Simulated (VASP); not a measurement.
## Si4W2Cl: relaxation of the atoms with PBE

System: Si4W2Cl, a slab with vacuum.

```
Si W Cl
1.0
     3.22904    0.00000    0.00000
     0.00000    3.22904    0.00000
     0.00000    0.00000   21.93683
Si W Cl
4 2 1
Direct
  0.00000 0.00000 0.18234
  0.00000 0.00000 0.30100
  0.50000 0.50000 0.35901
  0.50000 0.50000 0.47577
  0.50000 0.50000 0.24167
  0.00000 0.00000 0.41784
  0.00000 0.00000 0.56091
```

```
Program                             : VASP 6.6.1
Task                                : relaxation of the atoms
Functional                          : PBE
Potentials or basis                 : VASP PAW PBE potentials, release 64 (Si, W_sv, Cl)
Cutoff                              : 520 eV
k mesh                              : 8 × 8 × 1
Occupations                         : gaussian, width 0.1 eV
Spin                                : no spin polarisation
Dipole correction                   : yes
Atoms held fixed (from 0)           : [0, 1, 2, 3, 4, 5]
Further INCAR settings              : ALGO = Normal; EDIFF = 1e-07; IBRION = 2; EDIFFG = -0.025; NSW = 36
Atoms held along some axes (from 0) : atom 6 along a and b
```

```
Energy gained by relaxing : 26.4 meV/atom
Ionic steps               : 6
Band gap on the k mesh    : zero (an odd number of electrons rules out a gap without spin polarisation)
```

Step by step:
| step | energy change (eV) | largest force on free atoms (eV/Å) | pressure (GPa) |
| --- | --- | --- | --- |
| 1 | 0.0000 | 1.0846 | -0.75 |
| 2 | -0.0532 | 0.9478 | -0.59 |
| 3 | -0.1651 | 0.4309 | -0.08 |
| 4 | -0.0436 | 1.3203 | 1.43 |
| 5 | -0.1846 | 0.0636 | 0.21 |
| 6 | -0.1850 | 0.0019 | 0.27 |

Final structure:
```
Si W Cl
1.0
     3.22904    0.00000    0.00000
     0.00000    3.22904    0.00000
     0.00000    0.00000   21.93683
Si W Cl
4 2 1
Direct
  0.00000 0.00000 0.18234
  0.00000 0.00000 0.30100
  0.50000 0.50000 0.35901
  0.50000 0.50000 0.47577
  0.50000 0.50000 0.24167
  0.00000 0.00000 0.41784
  0.00000 0.00000 0.54727
```

Levels at points of the mesh, in eV from the Fermi level:
| k point | band 24 | band 25 | band 26 | band 27 | band 28 | band 29 |
| --- | --- | --- | --- | --- | --- | --- |
| (0.00, 0.00, 0.00) | -0.53 | 0.68 | 0.70 | 0.97 | 1.04 | 1.04 |
| (0.50, 0.00, 0.00) | -0.26 | -0.22 | -0.09 | 0.59 | 1.34 | 2.64 |
| (0.50, 0.50, 0.00) | -1.89 | -1.87 | -1.87 | 0.77 | 2.02 | 2.93 |

It took 12 min on 1 thread of Intel(R) Xeon(R) Platinum 8488C (Sapphire Rapids) (shared host), peak memory 0.36 GiB.

Caveat: spin-orbit coupling is left out, which moves the levels of the heavy elements; an odd number of electrons without spin polarisation forces a metal; a magnetic or distorted state may lie lower.
